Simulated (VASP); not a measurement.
# P in VASP: further runs

Runs on P. Level: PBE+D3(BJ). Tasks: single point.

All numbers are computed with VASP 6.6.1; they aren't measurements. Logs are shortened: lines on timing, memory, paths and dates and some standing lists are left out, and cuts for length are marked.

**1. The cell of the first run**

The cell holds a slab with vacuum, 8 atoms: a = 3.296 Å, b = 4.439 Å, c = 21.746 Å, α = 90.00°, β = 90.00°, γ = 90.00°.

**2. Single point, PBE+D3(BJ) (layers slid over each other)**

INCAR

```
PREC = Accurate
ENCUT = 520
EDIFF = 1E-7
ISMEAR = 0
SIGMA = 0.05
LREAL = False
LASPH = True
NELM = 100
ALGO = Normal
ISIF = 2
LWAVE = False
LCHARG = False
LDIPOL = True
IDIPOL = 3
DIPOL = 0.5 0.5 0.390
GGA = PE
IVDW = 12
NBANDS = 30
```

KPOINTS

```
Automatic mesh
0
Gamma
  8 6 1
```

POSCAR

```
P
1.0
    3.2961869629      0.0000000000      0.0000000000
    0.0000000000      4.4391557027      0.0000000000
    0.0000000000      0.0000000000     21.7461973615
P
8
Direct
    0.5000000000      0.9174951453      0.2069327306
    0.0000000000      0.5825048547      0.2069327306
    0.5000000000      0.0825048547      0.3045635322
    0.0000000000      0.4174951453      0.3045635322
    0.7500000000      0.2075048547      0.4751680723
    1.2500000000      0.5424951453      0.4751680723
    0.7500000000      1.0424951453      0.5727988740
    1.2500000000      0.7075048547      0.5727988740
```

Potentials or basis: VASP PAW PBE potentials, release 64 (P).

Launch:

```
cat potpaw_PBE.64/P/POTCAR > POTCAR
mpirun -np 1 vasp_std > vasp.out
```

OUTCAR:

```text
PREC = Accurate
   ENCUT = 520
   EDIFF = 1E-7
   ISMEAR = 0
   LREAL = False
   LASPH = True
   NELM = 100
   ISIF = 2
   GGA = PE
   IVDW = 12
 IVDW          = 12

 ion  position               nearest neighbor table
   1  0.500  0.917  0.207-   2 2.22   2 2.22   3 2.25
   2  0.000  0.583  0.207-   1 2.22   1 2.22   4 2.25
   3  0.500  0.083  0.305-   4 2.22   4 2.22   1 2.25
   4  0.000  0.417  0.305-   3 2.22   3 2.22   2 2.25
   5  0.750  0.208  0.475-   6 2.22   6 2.22   7 2.25
   6  0.250  0.542  0.475-   5 2.22   5 2.22   8 2.25
   7  0.750  0.042  0.573-   8 2.22   8 2.22   5 2.25
   8  0.250  0.708  0.573-   7 2.22   7 2.22   6 2.25

  LATTYP: Found a simple orthorhombic cell.
 ALAT       =     3.2961869629
 B/A-ratio  =     1.3467548269
 C/A-ratio  =     6.5973798229

  Lattice vectors:

 A1 = (   3.2961869629,   0.0000000000,   0.0000000000)
 A2 = (   0.0000000000,   4.4391557027,   0.0000000000)
 A3 = (   0.0000000000,   0.0000000000,  21.7461973615)

Analysis of symmetry for initial positions (statically):
=====================================================================
 Subroutine PRICEL returns:
 Original cell was already a primitive cell.

 Routine SETGRP: Setting up the symmetry group for a
 simple orthorhombic supercell.

 Subroutine GETGRP returns: Found  2 space group operations
 (whereof  1 operations were pure point group operations)
 out of a pool of  8 trial point group operations.

The static configuration has the point symmetry C_1 .
 The point group associated with its full space group is S_2 .

Analysis of symmetry for dynamics (positions and initial velocities):
=====================================================================
 Subroutine PRICEL returns:
 Original cell was already a primitive cell.

 Routine SETGRP: Setting up the symmetry group for a
 simple orthorhombic supercell.

 Subroutine GETGRP returns: Found  2 space group operations
 (whereof  1 operations were pure point group operations)
 out of a pool of  8 trial point group operations.

The dynamic configuration has the point symmetry C_1 .
 The point group associated with its full space group is S_2 .

 Subroutine INISYM returns: Found  2 space group operations
 (whereof  1 operations are pure point group operations),
 and found     1 'primitive' translations

----------------------------------------------------------------------------------------

                                     Primitive cell

  volume of cell :     318.1966

  direct lattice vectors                    reciprocal lattice vectors
     3.296186963  0.000000000  0.000000000     0.303380849  0.000000000  0.000000000
     0.000000000  4.439155703  0.000000000     0.000000000  0.225268062  0.000000000
     0.000000000  0.000000000 21.746197361     0.000000000  0.000000000  0.045985051

  length of vectors
     3.296186963  4.439155703 21.746197361     0.303380849  0.225268062  0.045985051

  position of ions in fractional coordinates (direct lattice)
     0.500000000  0.917495145  0.206932731
     0.000000000  0.582504855  0.206932731
     0.500000000  0.082504855  0.304563532
     0.000000000  0.417495145  0.304563532
     0.750000000  0.207504855  0.475168072
     0.250000000  0.542495145  0.475168072
     0.750000000  0.042495145  0.572798874
     0.250000000  0.707504855  0.572798874

  ion indices of the primitive-cell ions
   primitive index   ion index
                 1           1
                 2           2
                 3           3
                 4           4
                 5           5
                 6           6
                 7           7
                 8           8

----------------------------------------------------------------------------------------

 KPOINTS: Automatic mesh

Automatic generation of k-mesh.
 Grid dimensions read from file:
 generate k-points for:    8    6    1

 Generating k-lattice:

  Cartesian coordinates                     Fractional coordinates (reciprocal lattice)
     0.037922606  0.000000000  0.000000000     0.125000000  0.000000000  0.000000000
     0.000000000  0.037544677  0.000000000     0.000000000  0.166666667  0.000000000
     0.000000000  0.000000000  0.045985051     0.000000000  0.000000000  1.000000000

  Length of vectors
     0.037922606  0.037544677  0.045985051

  Shift w.r.t. Gamma in fractional coordinates (k-lattice)
     0.000000000  0.000000000  0.000000000

 Subroutine IBZKPT returns following result:
 ===========================================

 Found     26 irreducible k-points:

 Following reciprocal coordinates:
            Coordinates               Weight
  0.000000  0.000000  0.000000      1.000000
  0.125000  0.000000  0.000000      2.000000
  0.250000  0.000000  0.000000      2.000000
  0.375000  0.000000  0.000000      2.000000
  0.500000  0.000000  0.000000      1.000000
  0.000000  0.166667  0.000000      2.000000
[... 16 lines left out ...]
  0.125000  0.500000  0.000000      2.000000
  0.250000  0.500000  0.000000      2.000000
 [... further k-points ...]
   k-points           NKPTS =     26   k-points in BZ     NKDIM =     26   number of bands    NBANDS=     30
   number of dos      NEDOS =    301   number of ions     NIONS =      8
   total plane-waves  NPLWV = 163296
   dimension x,y,z NGX =    28 NGY =   36 NGZ =  162
   dimension x,y,z NGXF=    56 NGYF=   72 NGZF=  324
   ions per type =               8
   NGX,Y,Z   is equivalent  to a cutoff of  14.12, 13.48, 12.38 a.u.
   NGXF,Y,Z  is equivalent  to a cutoff of  28.24, 26.96, 24.77 a.u.
 SYSTEM =  unknown system
   PREC   = accura    normal or accurate (medium, high low for compatibility)
   ISTART =      0    job   : 0-new  1-cont  2-samecut
   ICHARG =      2    charge: 1-file 2-atom 10-const
   ISPIN  =      1    spin polarized calculation?
   LNONCOLLINEAR =      F non collinear calculations
   LSORBIT =      F    spin-orbit coupling
   LASPH  =      T    aspherical Exc in radial PAW
   ENCUT  =  520.0 eV  38.22 Ry    6.18 a.u.   6.13  8.25 40.43*2*pi/ulx,y,z
   NELM   =    100;   NELMIN=  2; NELMDL= -5     # of ELM steps
   EDIFF  = 0.1E-06   stopping-criterion for ELM
   LREAL  =      F    real-space projection
   EDIFFG = 0.1E-05   stopping-criterion for IOM
   NSW    =      0    number of steps for IOM
   IBRION =     -1    ionic relax: 0-MD 1-quasi-New 2-CG
   NFREE  =      0    steps in history (QN), initial steepest desc. (CG)
   ISIF   =      2    stress and relaxation
   ISYM   =      2    0-nonsym 1-usesym 2-fastsym
   POTIM  = 0.5000    time-step for ionic-motion
   TEBEG  =    0.0;   TEEND  =   0.0 temperature during run
   PSTRESS=    0.0 pullay stress
   NELECT =      40.0000    total number of electrons
   NUPDOWN=      -1.0000    fix difference up-down
   EMIN   =  10.00;   EMAX   =-10.00  energy-range for DOS
   EFERMI =   0.00;   METHOD = LEGACY
   ISMEAR =     0;   SIGMA  =   0.05  broadening in eV -4-tet -1-fermi 0-gaus
   EFERMI_NEDOS =   21; number of points for ismear=-14 and -15
   IALGO  =     38    algorithm
   IMIX   =      4    mixing-type and parameters
     AMIX     =   0.40;   BMIX     =  1.00
     AMIX_MAG =   1.60;   BMIX_MAG =  1.00
  volume/ion in A,a.u.               =      39.77       268.41
  Fermi-wavevector in a.u.,A,eV,Ry     =   0.820093  1.549751  9.150627  0.672552
  Thomas-Fermi vector in A             =   1.931014
   LORBIT       =      0    0 simple, 1 ext, 2 COOP (PROOUT), +10 PAW based schemes
   GGA     = PE    functional components
   LHFCALC =     F    Hartree Fock is set to
   AEXX    =    0.0000 exact exchange contribution
   IVDW    =    12    specifies the selected vdW correction
   LEPSILON=     F    determine dielectric tensor
   LRPA    =     F    only Hartree local field effects (RPA)
 non-spin polarized calculation
 Gauss-broadening in eV      SIGMA  =   0.05
  energy-cutoff  :      520.00
  volume of cell :      318.20
 maximum number of plane-waves:      8606
 NGX is ok and might be reduce to    28
   NGX = 13   NGY = 17   NGZ = 81

 dipolmoment           0.000000      0.000000     -0.000000 electrons x Angstroem

 number of electron      39.9999998 magnetization

 dipolmoment           0.000000      0.000000      0.000000 electrons x Angstroem

 Free energy of the ion-electron system (eV)
  ---------------------------------------------------
  ext. energy  EPLUGINS =         0.00000000
  ---------------------------------------------------
  free energy    TOTEN  =       -42.90417283 eV

  energy without entropy =      -42.90417282  energy(sigma->0) =      -42.90417283

 E-fermi :   0.5845     XC(G=0):  -5.3055

 val. band max:        0.4128596525   @ k =   0.0000   0.0000   0.0000
 cond. band min:       0.7561302707   @ k =   0.0000   0.0000   0.0000
 fundamental gap:      0.3432706183
 Fermi energy:         0.5845015780

 k-point     1 :       0.0000    0.0000    0.0000
  band No.  band energies     occupation
      1     -14.8418      2.00000
      2     -14.7989      2.00000
      3     -12.2729      2.00000
      4     -12.1513      2.00000
      5      -8.7017      2.00000
      6      -8.6848      2.00000
[... 22 lines left out ...]
     29       4.6165      0.00000
     30       4.8483      0.00000

 k-point     2 :       0.1250    0.0000    0.0000
  band No.  band energies     occupation
      1     -14.6548      2.00000
      2     -14.6122      2.00000
      3     -12.0782      2.00000
      4     -11.9570      2.00000
      5      -8.8204      2.00000
      6      -8.8046      2.00000
[... 22 lines left out ...]
     29       4.8174      0.00000
     30       5.0324      0.00000

 k-point     3 :       0.2500    0.0000    0.0000
  band No.  band energies     occupation
      1     -14.0993      2.00000
      2     -14.0576      2.00000
      3     -11.4969      2.00000
      4     -11.3766      2.00000
      5      -9.4149      2.00000
      6      -9.3953      2.00000
[... 22 lines left out ...]
     29       4.9292      0.00000
     30       5.0223      0.00000

 k-point     4 :       0.3750    0.0000    0.0000
  band No.  band energies     occupation
      1     -13.1957      2.00000
      2     -13.1560      2.00000
      3     -10.6219      2.00000
      4     -10.5922      2.00000
      5     -10.5381      2.00000
      6     -10.4195      2.00000
[... 22 lines left out ...]
     29       3.5459      0.00000
     30       3.6525      0.00000

 k-point     5 :       0.5000    0.0000    0.0000
  band No.  band energies     occupation
      1     -11.9974      2.00000
      2     -11.9904      2.00000
      3     -11.9581      2.00000
      4     -11.9566      2.00000
      5      -9.2285      2.00000
      6      -9.2162      2.00000
[... 22 lines left out ...]
     29       3.4921      0.00000
     30       3.6094      0.00000
[... 526 lines left out ...]
     29       5.4221      0.00000
     30       5.4552      0.00000

 k-point    22 :       0.0000    0.5000    0.0000
  band No.  band energies     occupation
      1     -13.6476      2.00000
      2     -13.5864      2.00000
      3     -13.5835      2.00000
      4     -13.5485      2.00000
      5      -8.3573      2.00000
      6      -8.3238      2.00000
[... 22 lines left out ...]
     29       3.8112      0.00000
     30       3.8118      0.00000

 k-point    23 :       0.1250    0.5000    0.0000
  band No.  band energies     occupation
      1     -13.4681      2.00000
      2     -13.4076      2.00000
      3     -13.4047      2.00000
      4     -13.3702      2.00000
      5      -8.2684      2.00000
      6      -8.2352      2.00000
[... 22 lines left out ...]
     29       4.3887      0.00000
     30       4.4123      0.00000

 k-point    24 :       0.2500    0.5000    0.0000
  band No.  band energies     occupation
      1     -12.9445      2.00000
      2     -12.8870      2.00000
      3     -12.8838      2.00000
      4     -12.8514      2.00000
      5      -8.2069      2.00000
      6      -8.1799      2.00000
[... 22 lines left out ...]
     29       5.8141      0.00000
     30       5.8745      0.00000

 [... further k-points ...]

------------------------ aborting loop because EDIFF is reached ----------------------------------------

 vacuum level on the upper side and lower side of the slab       (xc-potential included)        -0.078        -0.078

 Edisp (eV)   -2.28275

 E8    (eV) :    -0.8938

  FORCE on cell =-STRESS in cart. coord.  units (eV):
  Direction    XX          YY          ZZ          XY          YZ          ZX
  --------------------------------------------------------------------------------------
  -------------------------------------------------------------------------------------
  Total      -0.61963    -0.67796    -1.04165     0.02018     0.07180     0.17502
  in kB      -3.11996    -3.41367    -5.24488     0.10163     0.36153     0.88126
  external pressure =       -3.93 kB  Pullay stress =        0.00 kB

 VOLUME and BASIS-vectors are now :
 -----------------------------------------------------------------------------
  energy-cutoff  :      520.00
  volume of cell :      318.20
      direct lattice vectors                 reciprocal lattice vectors
     3.296186963  0.000000000  0.000000000     0.303380849  0.000000000  0.000000000
     0.000000000  4.439155703  0.000000000     0.000000000  0.225268062  0.000000000
     0.000000000  0.000000000 21.746197361     0.000000000  0.000000000  0.045985051

 POSITION                                       TOTAL-FORCE (eV/Angst)
 -----------------------------------------------------------------------------------
      1.64809      4.07290      4.50000        -0.007846     -0.023440      0.010233
      0.00000      2.58583      4.50000        -0.004018      0.042039      0.072692
      1.64809      0.36625      6.62310        -0.008629     -0.019134      0.020500
      0.00000      1.85333      6.62310        -0.013255     -0.040118      0.068598
      2.47214      0.92115     10.33310         0.013255      0.040118     -0.068598
      0.82405      2.40822     10.33310         0.008629      0.019134     -0.020500
      2.47214      0.18864     12.45620         0.004018     -0.042039     -0.072692
      0.82405      3.14072     12.45620         0.007846      0.023440     -0.010233
 -----------------------------------------------------------------------------------
    total drift:                                0.000000     -0.000000      0.000037

  FREE ENERGIE OF THE ION-ELECTRON SYSTEM (eV)
  ---------------------------------------------------
  free  energy   TOTEN  =       -45.1869187208 eV

  energy  without entropy=      -45.1869187118  energy(sigma->0) =      -45.18691872

 vacuum level on the upper side and lower side of the slab         5.189         5.189
```

Run time: 13 min. Hardware: 1 thread of Intel Xeon 8259CL, shared host; peak memory 0.46 GiB.

What came out:

```
Free energy                : -45.1869 eV
Largest force              : 0.084 eV/Å
Band gap on the k mesh     : 0.34 eV
Dispersion energy per atom : -0.285 eV
```

Forces on the atoms (eV/Å):
```
P   -0.008 -0.023  0.010
P   -0.004  0.042  0.073
P   -0.009 -0.019  0.021
P   -0.013 -0.040  0.069
P    0.013  0.040 -0.069
P    0.009  0.019 -0.021
P    0.004 -0.042 -0.073
P    0.008  0.023 -0.010
```

Caveat: the cell differs from its parent crystal (layers slid over each other).

**3. Single point, PBE+D3(BJ) (layers slid over each other)**

INCAR

```
  PREC = Accurate
  ENCUT = 520
  EDIFF = 1E-6
  ISMEAR = 0
  SIGMA = 0.05
  LREAL = F
  LASPH = T
  NELM = 60
  ALGO = Normal
  ISIF = 2
  LWAVE = F
  LCHARG = T
  LDIPOL = T
  IDIPOL = 3
  DIPOL = 0.5 0.5 0.390
  GGA = PE
  IVDW = 12
  LELF = T
  LVHAR = T
  LVACPOTAV = T
  NBANDS = 30
```

KPOINTS

```
regular mesh
0
Gamma
  8 6 1
```

POSCAR

```
P
1.0
    3.2961869629      0.0000000000      0.0000000000
    0.0000000000      4.4391557027      0.0000000000
    0.0000000000      0.0000000000     21.7461973615
P
8
Direct
    0.5000000000      0.9174951453      0.2069327306
    0.0000000000      0.5825048547      0.2069327306
    0.5000000000      0.0825048547      0.3045635322
    0.0000000000      0.4174951453      0.3045635322
    0.7500000000      0.4575048547      0.4751680723
    1.2500000000      0.7924951453      0.4751680723
    0.7500000000      1.2924951453      0.5727988740
    1.2500000000      0.9575048547      0.5727988740
```

Potentials or basis: VASP PAW PBE potentials, release 64 (P).

Launch:

```
cat potpaw_PBE.64/P/POTCAR > POTCAR
mpirun -np 1 vasp_std > vasp.out
```

Run time: 12 min. Hardware: 1 thread of Intel Xeon 8259CL, shared host; peak memory 0.46 GiB.

Results (log left out):

```yaml
Free_energy: -45.2101 eV
Largest_force: 0.076 eV/Å
Band_gap_on_the_k_mesh: 0.47 eV
Dispersion_energy_per_atom: -0.285 eV
```

Forces on the atoms (eV/Å):
```
P    0.002 -0.028  0.030
P    0.006  0.044  0.047
P    0.005 -0.002  0.076
P    0.000 -0.010  0.066
P    0.000  0.010 -0.066
P   -0.005  0.002 -0.076
P   -0.006 -0.044 -0.047
P   -0.002  0.028 -0.030
```

Levels at points of the mesh, in eV from the valence-band top:
| k point | band 16 | band 17 | band 18 | band 19 | band 20 | band 21 | band 22 | band 23 | band 24 | band 25 |
| --- | --- | --- | --- | --- | --- | --- | --- | --- | --- | --- |
| (0.00, 0.00, 0.00) | -1.88 | -1.88 | -1.81 | -0.30 | 0.00 | 0.47 | 1.02 | 1.45 | 1.46 | 2.61 |
| (0.50, 0.00, 0.00) | -2.82 | -2.35 | -2.29 | -2.01 | -1.97 | 1.08 | 1.10 | 1.24 | 1.24 | 1.78 |
| (0.00, 0.50, 0.00) | -2.67 | -1.23 | -1.18 | -1.12 | -1.06 | 1.92 | 1.95 | 2.01 | 2.04 | 3.17 |
| (0.50, 0.50, 0.00) | -4.92 | -1.68 | -1.56 | -1.35 | -1.21 | 2.04 | 2.26 | 2.34 | 2.51 | 4.14 |

Caveat: the cell differs from its parent crystal (layers slid over each other).
